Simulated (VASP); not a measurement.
# Sn (Fd-3m) in VASP: further runs

Runs on Sn. Level: LDA. Tasks: single point.

Everything below comes from runs of VASP 6.6.1. Logs are shortened: lines on timing, memory, paths and dates and some standing lists are left out, and cuts for length are marked.

## (1) The cell of the first run

It takes space group Fd-3m (No. 227, cubic). Conventional cell: a = 6.197 Å, b = 6.197 Å, c = 6.197 Å, α = 90.00°, β = 90.00°, γ = 90.00°. Within 3.5 Å of Sn (site symmetry -43m) lie 4 Sn at 2.68 Å.

## (2) Single point, LDA

Contents of INCAR:

```
SYSTEM = Sn
ALGO = Normal
EDIFF = 1E-6
ENCUT = 520
ISIF = 2
ISMEAR = 0
LASPH = .TRUE.
LCHARG = .FALSE.
LREAL = .FALSE.
LWAVE = .FALSE.
NBANDS = 21
NELM = 60
PREC = Accurate
SIGMA = 0.1
```

Contents of KPOINTS:

```
k-points
0
G
  6 6 6
  0 0 0
```

Contents of POSCAR:

```
Sn
1.0
    0.0000000000      3.0984605793      3.0984605793
    3.0984605793      0.0000000000      3.0984605793
    3.0984605793      3.0984605793      0.0000000000
Sn
2
Direct
    0.0000000000      0.0000000000      0.0000000000
    0.2500000000      0.2500000000      0.2500000000
```

Potentials or basis: VASP PAW LDA potentials, release 64 (Sn_d).

Launch:

```sh
cat potpaw_LDA.64/Sn_d/POTCAR > POTCAR
mpirun -np 1 vasp_std > vasp.out
```

OUTCAR:

```text
SYSTEM = Sn
   EDIFF = 1E-6
   ENCUT = 520
   ISIF = 2
   ISMEAR = 0
   LASPH = .TRUE.
   LREAL = .FALSE.
   NELM = 60
   PREC = Accurate

 ion  position               nearest neighbor table
   1  0.000  0.000  0.000-   2 2.68   2 2.68   2 2.68   2 2.68
   2  0.250  0.250  0.250-   1 2.68   1 2.68   1 2.68   1 2.68

  LATTYP: Found a face centered cubic cell.
 ALAT       =     6.1969211586

  Lattice vectors:

 A1 = (   0.0000000000,   3.0984605793,   3.0984605793)
 A2 = (   3.0984605793,   0.0000000000,   3.0984605793)
 A3 = (   3.0984605793,   3.0984605793,   0.0000000000)

Analysis of symmetry for initial positions (statically):
=====================================================================
 Subroutine PRICEL returns:
 Original cell was already a primitive cell.

 Routine SETGRP: Setting up the symmetry group for a
 face centered cubic supercell.

 Subroutine GETGRP returns: Found 48 space group operations
 (whereof 24 operations were pure point group operations)
 out of a pool of 48 trial point group operations.

The static configuration has the point symmetry T_d .
 The point group associated with its full space group is O_h .

Analysis of symmetry for dynamics (positions and initial velocities):
=====================================================================
 Subroutine PRICEL returns:
 Original cell was already a primitive cell.

 Routine SETGRP: Setting up the symmetry group for a
 face centered cubic supercell.

 Subroutine GETGRP returns: Found 48 space group operations
 (whereof 24 operations were pure point group operations)
 out of a pool of 48 trial point group operations.

The dynamic configuration has the point symmetry T_d .
 The point group associated with its full space group is O_h .

 Subroutine INISYM returns: Found 48 space group operations
 (whereof 24 operations are pure point group operations),
 and found     1 'primitive' translations

----------------------------------------------------------------------------------------

                                     Primitive cell

  volume of cell :      59.4933

  direct lattice vectors                    reciprocal lattice vectors
     0.000000000  3.098460579  3.098460579    -0.161370457  0.161370457  0.161370457
     3.098460579  0.000000000  3.098460579     0.161370457 -0.161370457  0.161370457
     3.098460579  3.098460579  0.000000000     0.161370457  0.161370457 -0.161370457

  length of vectors
     4.381884974  4.381884974  4.381884974     0.279501831  0.279501831  0.279501831

  position of ions in fractional coordinates (direct lattice)
     0.000000000  0.000000000  0.000000000
     0.250000000  0.250000000  0.250000000

  ion indices of the primitive-cell ions
   primitive index   ion index
                 1           1
                 2           2

----------------------------------------------------------------------------------------

 KPOINTS: k-points

Automatic generation of k-mesh.
 Grid dimensions read from file:
 generate k-points for:    6    6    6

 Generating k-lattice:

  Cartesian coordinates                     Fractional coordinates (reciprocal lattice)
    -0.026895076  0.026895076  0.026895076     0.166666667  0.000000000  0.000000000
     0.026895076 -0.026895076  0.026895076     0.000000000  0.166666667  0.000000000
     0.026895076  0.026895076 -0.026895076     0.000000000  0.000000000  0.166666667

  Length of vectors
     0.046583638  0.046583638  0.046583638

  Shift w.r.t. Gamma in fractional coordinates (k-lattice)
     0.000000000  0.000000000  0.000000000

 Subroutine IBZKPT returns following result:
 ===========================================

 Found     16 irreducible k-points:

 Following reciprocal coordinates:
            Coordinates               Weight
  0.000000  0.000000  0.000000      1.000000
  0.166667  0.000000  0.000000      8.000000
  0.333333  0.000000  0.000000      8.000000
  0.500000  0.000000  0.000000      4.000000
  0.166667  0.166667  0.000000      6.000000
  0.333333  0.166667  0.000000     24.000000
[... 8 lines left out ...]
 -0.333333  0.333333  0.166667     24.000000
 -0.333333  0.500000  0.166667     12.000000
   k-points           NKPTS =     16   k-points in BZ     NKDIM =     16   number of bands    NBANDS=     21
   number of dos      NEDOS =    301   number of ions     NIONS =      2
   total plane-waves  NPLWV =  46656
   dimension x,y,z NGX =    36 NGY =   36 NGZ =   36
   dimension x,y,z NGXF=    72 NGYF=   72 NGZF=   72
   ions per type =               2
   NGX,Y,Z   is equivalent  to a cutoff of  13.66, 13.66, 13.66 a.u.
   NGXF,Y,Z  is equivalent  to a cutoff of  27.32, 27.32, 27.32 a.u.
 SYSTEM =  Sn
   PREC   = accura    normal or accurate (medium, high low for compatibility)
   ISTART =      0    job   : 0-new  1-cont  2-samecut
   ICHARG =      2    charge: 1-file 2-atom 10-const
   ISPIN  =      1    spin polarized calculation?
   LNONCOLLINEAR =      F non collinear calculations
   LSORBIT =      F    spin-orbit coupling
   LASPH  =      T    aspherical Exc in radial PAW
   ENCUT  =  520.0 eV  38.22 Ry    6.18 a.u.   8.15  8.15  8.15*2*pi/ulx,y,z
   NELM   =     60;   NELMIN=  2; NELMDL= -5     # of ELM steps
   EDIFF  = 0.1E-05   stopping-criterion for ELM
   LREAL  =      F    real-space projection
   EDIFFG = 0.1E-04   stopping-criterion for IOM
   NSW    =      0    number of steps for IOM
   IBRION =     -1    ionic relax: 0-MD 1-quasi-New 2-CG
   NFREE  =      0    steps in history (QN), initial steepest desc. (CG)
   ISIF   =      2    stress and relaxation
   ISYM   =      2    0-nonsym 1-usesym 2-fastsym
   POTIM  = 0.5000    time-step for ionic-motion
   TEBEG  =    0.0;   TEEND  =   0.0 temperature during run
   PSTRESS=    0.0 pullay stress
   NELECT =      28.0000    total number of electrons
   NUPDOWN=      -1.0000    fix difference up-down
   EMIN   =  10.00;   EMAX   =-10.00  energy-range for DOS
   EFERMI =   0.00;   METHOD = LEGACY
   ISMEAR =     0;   SIGMA  =   0.10  broadening in eV -4-tet -1-fermi 0-gaus
   EFERMI_NEDOS =   21; number of points for ismear=-14 and -15
   IALGO  =     38    algorithm
   IMIX   =      4    mixing-type and parameters
     AMIX     =   0.40;   BMIX     =  1.00
     AMIX_MAG =   1.60;   BMIX_MAG =  1.00
  volume/ion in A,a.u.               =      29.75       200.74
  Fermi-wavevector in a.u.,A,eV,Ry     =   1.273420  2.406414 22.063174  1.621598
  Thomas-Fermi vector in A             =   2.406244
   LORBIT       =      0    0 simple, 1 ext, 2 COOP (PROOUT), +10 PAW based schemes
   GGA     = CA    functional components
   LHFCALC =     F    Hartree Fock is set to
   AEXX    =    0.0000 exact exchange contribution
   IVDW    =     0    specifies the selected vdW correction
   LEPSILON=     F    determine dielectric tensor
   LRPA    =     F    only Hartree local field effects (RPA)
 non-spin polarized calculation
 Gauss-broadening in eV      SIGMA  =   0.10
  energy-cutoff  :      520.00
  volume of cell :       59.49
 maximum number of plane-waves:      1639
 NGX is ok and might be reduce to    36
   NGX = 17   NGY = 17   NGZ = 17

 number of electron      27.9999998 magnetization

 Free energy of the ion-electron system (eV)
  ---------------------------------------------------
  ext. energy  EPLUGINS =         0.00000000
  ---------------------------------------------------
  free energy    TOTEN  =        -8.71325171 eV

  energy without entropy =       -8.71179207  energy(sigma->0) =       -8.71252189

 E-fermi :   7.1022     XC(G=0):  -9.8047

 val. band max:        7.0590979733   @ k =   0.0000   0.0000   0.0000
 cond. band min:       7.1712010406   @ k =   0.5000   0.0000   0.0000
 fundamental gap:      0.1121030673
 Fermi energy:         7.1021541473

 k-point     1 :       0.0000    0.0000    0.0000
  band No.  band energies     occupation
      1     -14.9939      2.00000
      2     -14.9939      2.00000
      3     -14.9939      2.00000
      4     -14.9113      2.00000
      5     -14.9113      2.00000
      6     -14.4636      2.00000
[... 13 lines left out ...]
     20      15.2842      0.00000
     21      15.2854      0.00000

 k-point     2 :       0.1667    0.0000    0.0000
  band No.  band energies     occupation
      1     -15.0181      2.00000
      2     -15.0181      2.00000
      3     -14.9854      2.00000
      4     -14.8754      2.00000
      5     -14.8754      2.00000
      6     -14.4991      2.00000
[... 13 lines left out ...]
     20      13.9890      0.00000
     21      13.9890      0.00000

 k-point     3 :       0.3333    0.0000    0.0000
  band No.  band energies     occupation
      1     -15.0400      2.00000
      2     -15.0400      2.00000
      3     -14.9679      2.00000
      4     -14.8348      2.00000
      5     -14.8348      2.00000
      6     -14.5295      2.00000
[... 13 lines left out ...]
     20      14.5285      0.00000
     21      14.5285      0.00000

 k-point     4 :       0.5000    0.0000    0.0000
  band No.  band energies     occupation
      1     -15.0455      2.00000
      2     -15.0455      2.00000
      3     -14.9588      2.00000
      4     -14.8229      2.00000
      5     -14.8229      2.00000
      6     -14.5363      2.00000
[... 13 lines left out ...]
     20      16.1378      0.00000
     21      16.1378      0.00000

 k-point     5 :       0.1667    0.1667    0.0000
  band No.  band energies     occupation
      1     -15.0142      2.00000
      2     -15.0142      2.00000
      3     -15.0108      2.00000
      4     -14.8784      2.00000
      5     -14.8345      2.00000
      6     -14.5732      2.00000
[... 13 lines left out ...]
     20      13.7160      0.00000
     21      15.6742      0.00000
[... 190 lines left out ...]
     20      17.2327      0.00000
     21      17.9926      0.00000

 k-point    14 :       0.5000    0.3333    0.1667
  band No.  band energies     occupation
      1     -15.0766      2.00000
      2     -15.0695      2.00000
      3     -14.9121      2.00000
      4     -14.7917      2.00000
      5     -14.7209      2.00000
      6     -14.6873      2.00000
[... 13 lines left out ...]
     20      15.5001      0.00000
     21      17.3327      0.00000

 k-point    15 :      -0.3333    0.3333    0.1667
  band No.  band energies     occupation
      1     -15.0973      2.00000
      2     -15.0758      2.00000
      3     -14.8655      2.00000
      4     -14.7536      2.00000
      5     -14.7073      2.00000
      6     -14.6928      2.00000
[... 13 lines left out ...]
     20      16.8552      0.00000
     21      16.9238      0.00000

 k-point    16 :      -0.3333    0.5000    0.1667
  band No.  band energies     occupation
      1     -15.0878      2.00000
      2     -15.0878      2.00000
      3     -14.8212      2.00000
      4     -14.8212      2.00000
      5     -14.6766      2.00000
      6     -14.6766      2.00000
[... 13 lines left out ...]
     20      16.8416      0.00000
     21      17.8676      0.00000

------------------------ aborting loop because EDIFF is reached ----------------------------------------

  FORCE on cell =-STRESS in cart. coord.  units (eV):
  Direction    XX          YY          ZZ          XY          YZ          ZX
  --------------------------------------------------------------------------------------
  -------------------------------------------------------------------------------------
  Total        3.0376919      3.0376919      3.0376919      0.0000000      0.0000000      0.0000000
  in kB       81.8062309     81.8062309     81.8062309      0.0000000      0.0000000      0.0000000
  external PRESSURE =      81.8062309 kB  Pullay stress =       0.0000000 kB

 VOLUME and BASIS-vectors are now :
 -----------------------------------------------------------------------------
  energy-cutoff  :      520.00
  volume of cell :       59.49
      direct lattice vectors                 reciprocal lattice vectors
     0.000000000  3.098460579  3.098460579    -0.161370457  0.161370457  0.161370457
     3.098460579  0.000000000  3.098460579     0.161370457 -0.161370457  0.161370457
     3.098460579  3.098460579  0.000000000     0.161370457  0.161370457 -0.161370457

 POSITION                                       TOTAL-FORCE (eV/Angst)
 -----------------------------------------------------------------------------------
      0.00000      0.00000      0.00000         0.000000      0.000000      0.000000
      1.54923      1.54923      1.54923        -0.000000     -0.000000     -0.000000
 -----------------------------------------------------------------------------------
    total drift:                                0.000000      0.000000      0.000000

  FREE ENERGIE OF THE ION-ELECTRON SYSTEM (eV)
  ---------------------------------------------------
  free  energy   TOTEN  =        -8.7132517055 eV

  energy  without entropy=       -8.7117920704  energy(sigma->0) =       -8.71252189
```

It took 23 s on 1 thread of Intel Xeon 8259CL, shared host; peak memory 0.17 GiB.

Results:

- Free energy: -8.7133 eV
- Pressure: 8.2 GPa
- Band gap on the k mesh: 0.11 eV, indirect (the least direct gap lies 2.9 meV higher)

Caveat: spin-orbit coupling is left out, which moves the levels of the heavy elements.

## (3) Single point, LDA

This run uses another cell than the first one, of 31.10 Å³/atom, 1.045 times its volume.

Contents of INCAR:

```
SYSTEM = Sn
PREC     = Accurate       ! precision mode
ENCUT    = 520            ! plane-wave cutoff, eV
EDIFF    = 1E-6           ! SCF threshold, eV
ISMEAR   = 0              ! smearing method
SIGMA    = 0.1            ! smearing width, eV
LREAL    = .False.        ! projectors in reciprocal space
LASPH    = .True.         ! aspherical terms in the spheres
NELM     = 100            ! most SCF steps
ALGO     = Normal         ! electronic algorithm
ISIF     = 2              ! what is computed and relaxed
LWAVE    = .False.        ! write WAVECAR
LCHARG   = .True.         ! write CHGCAR
LELF     = .True.         ! ELF
LVHAR    = .True.       
NBANDS   = 21             ! bands
```

Contents of KPOINTS:

```
Automatic mesh
0
Gamma
  6 6 6
  0 0 0
```

Contents of POSCAR:

```
Sn
1.0
    0.0000000000      3.1447130786      3.1447130786
    3.1447130786      0.0000000000      3.1447130786
    3.1447130786      3.1447130786      0.0000000000
Sn
2
Direct
    0.0000000000      0.0000000000      0.0000000000
    0.2500000000      0.2500000000      0.2500000000
```

Potentials or basis: VASP PAW LDA potentials, release 64 (Sn_d).

Launch:

```sh
cat potpaw_LDA.64/Sn_d/POTCAR > POTCAR
mpirun -np 1 vasp_std > vasp.out
```

Run time: 26 s. Hardware: 1 thread of Intel Xeon 8259CL, shared host; peak memory 0.17 GiB.

The run converged. Its results:

| Quantity | Value |
| --- | --- |
| Free energy | -8.8238 eV |
| Pressure | 5.0 GPa |
| Band gap on the k mesh | zero (filled and empty bands touch) |

Levels at points of the mesh, in eV from the Fermi level:
```tsv
k point	band 11	band 12	band 13	band 14	band 15	band 16	band 17	band 18
(0.00, 0.00, 0.00)	-11.37	-0.18	0.03	0.03	0.03	2.10	2.10	2.10
(0.50, 0.00, 0.00)	-9.54	-6.78	-1.33	-1.33	0.04	3.20	3.20	5.39
(0.50, 0.50, 0.00)	-7.95	-7.95	-2.84	-2.84	0.59	0.59	8.21	8.21
```

Caveat: spin-orbit coupling is left out, which moves the levels of the heavy elements.

## (4) Single point, LDA

This run uses another cell than the first one, of 32.45 Å³/atom, 1.091 times its volume.

INCAR is that of step 3.

KPOINTS is that of step 3.

Contents of POSCAR:

```
Sn
1.0
    0.0000000000      3.1896436215      3.1896436215
    3.1896436215      0.0000000000      3.1896436215
    3.1896436215      3.1896436215      0.0000000000
Sn
2
Direct
    0.0000000000      0.0000000000      0.0000000000
    0.2500000000      0.2500000000      0.2500000000
```

Launch:

```sh
cat potpaw_LDA.64/Sn_d/POTCAR > POTCAR
mpirun -np 1 vasp_std > vasp.out
```

It took 29 s on 1 thread of Intel Xeon 8259CL, shared host; peak memory 0.17 GiB.

It converged, with:

```
Free energy            : -8.8852 eV
Pressure               : 2.3 GPa
Band gap on the k mesh : zero (band 14 reaches 6.02 eV, above the bottom of band 15 at 5.94 eV)
```

Levels at points of the mesh, in eV from the Fermi level:
```csv
k point,band 10,band 11,band 12,band 13,band 14,band 15,band 16,band 17,band 18,band 19
"(0.00, 0.00, 0.00)",-21.27,-10.99,-0.42,0.10,0.10,0.10,2.16,2.16,2.16,4.90
"(0.50, 0.00, 0.00)",-21.22,-9.26,-6.53,-1.19,-1.19,0.01,3.25,3.25,5.50,8.63
"(0.50, 0.50, 0.00)",-21.20,-7.73,-7.73,-2.63,-2.63,0.71,0.71,7.99,7.99,9.58
```

Caveat: spin-orbit coupling is left out, which moves the levels of the heavy elements.

## (5) Single point, LDA

This run uses another cell than the first one, of 33.80 Å³/atom, 1.136 times its volume.

Contents of INCAR:

```
SYSTEM = Sn
PREC = Accurate ; ENCUT = 520
EDIFF = 1E-6 ; ISMEAR = 0
SIGMA = 0.1 ; LREAL = .FALSE.
LASPH = .TRUE. ; NELM = 60
ALGO = Normal ; ISIF = 2
LWAVE = .FALSE. ; LCHARG = .FALSE.
GGA = CA ; NBANDS = 21
```

Contents of KPOINTS:

```
Automatic mesh
0
G
  6 6 6
  0 0 0
```

Contents of POSCAR:

```
Sn
1.0
    0.0000000000      3.2333428000      3.2333428000
    3.2333428000      0.0000000000      3.2333428000
    3.2333428000      3.2333428000      0.0000000000
Sn
2
Direct
    0.0000000000      0.0000000000      0.0000000000
    0.2500000000      0.2500000000      0.2500000000
```

Launch:

```sh
cat potpaw_LDA.64/Sn_d/POTCAR > POTCAR
mpirun -np 1 vasp_std > vasp.out
```

Wall time 33 s (1 thread of Intel Xeon 8259CL, shared host); peak memory 0.17 GiB.

The run converged. Its results:

```yaml
Free_energy: -8.9068 eV
Pressure: 0.2 GPa
Band_gap_on_the_k_mesh: zero (band 14 reaches 5.57 eV, above the bottom of band 15 at 5.40 eV)
```

Levels at points of the mesh, in eV from the Fermi level:
```
           k point  band 10  band 11  band 12  band 13  band 14  band 15  band 16  band 17  band 18  band 19
(0.00, 0.00, 0.00)   -21.15   -10.63    -0.64     0.17     0.17     0.17     2.23     2.23     2.23     4.94
(0.50, 0.00, 0.00)   -21.10    -8.99    -6.29    -1.05    -1.05     0.00     3.31     3.31     5.60     8.51
(0.50, 0.50, 0.00)   -21.08    -7.51    -7.51    -2.41    -2.41     0.83     0.83     7.80     7.80     9.35
```

Caveat: spin-orbit coupling is left out, which moves the levels of the heavy elements.

## (6) Single point, LDA

This run uses another cell than the first one, of 35.16 Å³/atom, 1.182 times its volume.

Contents of INCAR:

```
SYSTEM = Sn
PREC = Accurate
ENCUT = 520
EDIFF = 1E-6
ISMEAR = 0
SIGMA = 0.1
LREAL = .FALSE.
LASPH = .TRUE.
NELM = 100
ALGO = Normal
ISIF = 2
LWAVE = .FALSE.
LCHARG = .FALSE.
NBANDS = 21
```

Contents of KPOINTS:

```
regular mesh
0
G
  6 6 6
  0 0 0
```

Contents of POSCAR:

```
Sn
1.0
    0.0000000000      3.2758916636      3.2758916636
    3.2758916636      0.0000000000      3.2758916636
    3.2758916636      3.2758916636      0.0000000000
Sn
2
Direct
    0.0000000000      0.0000000000      0.0000000000
    0.2500000000      0.2500000000      0.2500000000
```

Potentials or basis: VASP PAW LDA potentials, release 64 (Sn_d).

Launch:

```sh
cat potpaw_LDA.64/Sn_d/POTCAR > POTCAR
mpirun -np 1 vasp_std > vasp.out
```

Run time: 35 s. Hardware: 1 thread of Intel Xeon 8259CL, shared host; peak memory 0.17 GiB.

The run converged. Its results:

- Free energy: -8.8967 eV
- Pressure: -1.4 GPa
- Band gap on the k mesh: zero (band 14 reaches 5.16 eV, above the bottom of band 15 at 4.92 eV)

Levels at points of the mesh, in eV from the Fermi level:
```csv
k point,band 10,band 11,band 12,band 13,band 14,band 15,band 16,band 17,band 18,band 19
"(0.00, 0.00, 0.00)",-21.05,-10.30,-0.83,0.24,0.24,0.24,2.30,2.30,2.30,4.98
"(0.50, 0.00, 0.00)",-21.00,-8.74,-6.08,-0.92,-0.92,0.00,3.36,3.36,5.70,8.41
"(0.50, 0.50, 0.00)",-20.98,-7.31,-7.31,-2.21,-2.21,0.94,0.94,7.62,7.62,9.13
```

Caveat: spin-orbit coupling is left out, which moves the levels of the heavy elements.

## (7) Summary

```csv
cell,gap on the mesh (eV),pressure (GPa)
"a = 4.382 Å, angles 60.0°, 2 atoms",0.11,8.2
"a = 4.447 Å, angles 60.0°, 2 atoms",none,5.0
"a = 4.511 Å, angles 60.0°, 2 atoms",none,2.3
"a = 4.573 Å, angles 60.0°, 2 atoms",none,0.2
"a = 4.633 Å, angles 60.0°, 2 atoms",none,-1.4
```

Alike in all rows: task single point; level LDA; potentials or basis VASP PAW LDA potentials, release 64 (Sn_d); no spin polarisation; k mesh 6 × 6 × 6; cutoff (eV) 520; smearing gaussian 0.1 eV.

Caveats: spin-orbit coupling is left out, which moves the levels of the heavy elements.

Absolute energies hang on the potentials; compare differences alone.
